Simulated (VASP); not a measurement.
HfC, 2 atoms in the cell. It takes space group Fm-3m (No. 225, cubic). The conventional cell has a = 4.573 Å, b = 4.573 Å, c = 4.573 Å, α = 90.00°, β = 90.00°, γ = 90.00°. Hf (site symmetry m-3m) has 6 C at 2.29 Å within 3.0 Å. C (site symmetry m-3m) has 6 Hf at 2.29 Å within 3.0 Å. 

```yaml
Program: VASP 6.6.1
Task: single point
Functional: LDA
Potentials_or_basis: VASP PAW LDA potentials, release 64 (Hf_pv, C)
Cutoff: 600 eV
k_mesh: 16 × 16 × 16
Occupations: gaussian, width 0.1 eV
Spin: no spin polarisation
Dipole_correction: no
Further_INCAR_settings: ALGO = Normal; EDIFF = 1e-06; NBANDS = 14
```

Potentials or basis: VASP PAW LDA potentials, release 64 (Hf_pv, C).

Command:

```bash
$ cat potpaw_LDA.64/Hf_pv/POTCAR potpaw_LDA.64/C/POTCAR > POTCAR
$ mpirun -np 1 vasp_std > vasp.out
```

Hardware: 1 thread of Intel(R) Xeon(R) 6975P-C (Granite Rapids) (shared host).

Task: Estimate the wall time of this run.

Result: Run time: 25 s on 1 thread of Intel(R) Xeon(R) 6975P-C (Granite Rapids), with other jobs on the host, peak memory 0.19 GiB. Counts: scf iterations 12, k points 145.
